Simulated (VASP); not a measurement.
NaSrYWO6, 10 atoms in the cell. It takes space group R3 (No. 146, trigonal). The conventional cell has a = 5.870 Å, b = 5.870 Å, c = 16.112 Å, α = 90.00°, β = 90.00°, γ = 120.00°. Na (site symmetry 3) has 9 O at 2.69 to 3.21 Å and 1 Y at 3.36 Å and 3 W at 3.47 Å within 3.5 Å. Sr (site symmetry 3) has 12 O at 2.61 to 3.85 Å and 3 W at 3.49 Å and 4 Y at 3.61 to 3.82 Å and 3 Na at 3.75 Å within 3.9 Å. Y (site symmetry 3) has 6 O at 2.27 to 2.51 Å within 3.0 Å. W (site symmetry 3) has 6 O at 1.92 to 2.03 Å within 2.5 Å. Within 2.9 Å of O (site symmetry 1) lie 1 W at 2.03 Å and 1 Y at 2.27 Å and 1 Sr at 2.67 Å and 1 Na at 2.69 Å and 4 O at 2.76 to 2.82 Å. Within 2.8 Å of O (site symmetry 1) lie 1 W at 1.92 Å and 1 Y at 2.51 Å and 1 Sr at 2.61 Å and 1 Na at 2.69 Å and 4 O at 2.76 to 2.80 Å. 

- Program: VASP 6.6.1
- Task: single point
- Functional: PBE
- Potentials or basis: VASP PAW PBE potentials, release 64 (Na_pv, Sr_sv, Y_sv, W_sv, O)
- Cutoff: 520 eV
- k mesh: 6 × 6 × 6
- Occupations: gaussian, width 0.02 eV
- Spin: no spin polarisation
- Dipole correction: no
- Further INCAR settings: ALGO = Normal; EDIFF = 1e-06; NBANDS = 50

Potentials or basis: VASP PAW PBE potentials, release 64 (Na_pv, Sr_sv, Y_sv, W_sv, O).

Run with:

```sh
$ cat potpaw_PBE.64/Na_pv/POTCAR potpaw_PBE.64/Sr_sv/POTCAR potpaw_PBE.64/Y_sv/POTCAR potpaw_PBE.64/W_sv/POTCAR potpaw_PBE.64/O/POTCAR > POTCAR
$ mpirun -np 1 vasp_std > vasp.out
```

Hardware: 1 thread of Intel(R) Xeon(R) Platinum 8488C (Sapphire Rapids), with other jobs on the host.

Problem. How long does it take, and how much memory?

Solution. Wall time 4.8 min on 1 thread of Intel(R) Xeon(R) Platinum 8488C (Sapphire Rapids), with other jobs on the host, peak memory 0.55 GiB. Counts: scf iterations 17, k points 40.
